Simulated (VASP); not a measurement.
Si2W:

```
CELL_PARAMETERS angstrom
4.61685 0.00000 0.00000
-2.30843 3.99831 0.00000
0.00000 0.00000 6.65322
ATOMIC_POSITIONS crystal
W 0.50000 0.00000 0.50000
W 0.50000 0.50000 0.83333
W 0.00000 0.50000 0.16667
Si 0.32725 0.16363 0.16667
Si 0.83637 0.16363 0.83333
Si 0.16363 0.32725 0.50000
Si 0.67275 0.83637 0.16667
Si 0.16363 0.83637 0.83333
Si 0.83637 0.67275 0.50000
```

| Quantity | Value |
| --- | --- |
| Program | VASP 6.6.1 |
| Task | relaxation of cell and atoms |
| Functional | PBEsol |
| Potentials or basis | VASP PAW PBE potentials, release 64 (W_sv, Si) |
| Cutoff | 600 eV |
| k mesh | 7 × 7 × 4 |
| Occupations | fermi-dirac, width 0.05 eV |
| Spin | no spin polarisation |

At the start: pressure -5.3 GPa; volume 13.65 Å³/atom.

Question: Where does the relaxation end?

Answer: Over 5 steps the energy falls by 5.4 meV/atom and the volume is 13.32 Å³/atom (-2.4 %); space group P6_222 (No. 180, to 0.1 Å) before and after.

Step by step:
```csv
step,energy change (eV),largest force (eV/Å),pressure (GPa),volume (Å³)
1,0.0000,0.0330,-5.28,122.82
2,0.1140,0.0382,10.91,114.99
3,-0.0485,0.0096,-0.07,119.98
4,-0.0485,0.0091,0.04,119.92
5,-0.0487,0.0040,0.05,119.91
```

Final structure:
```yaml
crystal:
  lattice:
    - [4.57843, 0.00000, 0.00000]
    - [-2.28922, 3.96504, 0.00000]
    - [0.00000, 0.00000, 6.60553]
  atoms:
    - { symbol: W, position: [0.50000, 0.00000, 0.50000] }
    - { symbol: W, position: [0.50000, 0.50000, 0.83333] }
    - { symbol: W, position: [0.00000, 0.50000, 0.16667] }
    - { symbol: Si, position: [0.32749, 0.16375, 0.16667] }
    - { symbol: Si, position: [0.83625, 0.16375, 0.83333] }
    - { symbol: Si, position: [0.16375, 0.32749, 0.50000] }
    - { symbol: Si, position: [0.67251, 0.83625, 0.16667] }
    - { symbol: Si, position: [0.16375, 0.83625, 0.83333] }
    - { symbol: Si, position: [0.83625, 0.67251, 0.50000] }
```

Caveat: the PAW data sets were made with another functional, which shifts forces and pressure a little.
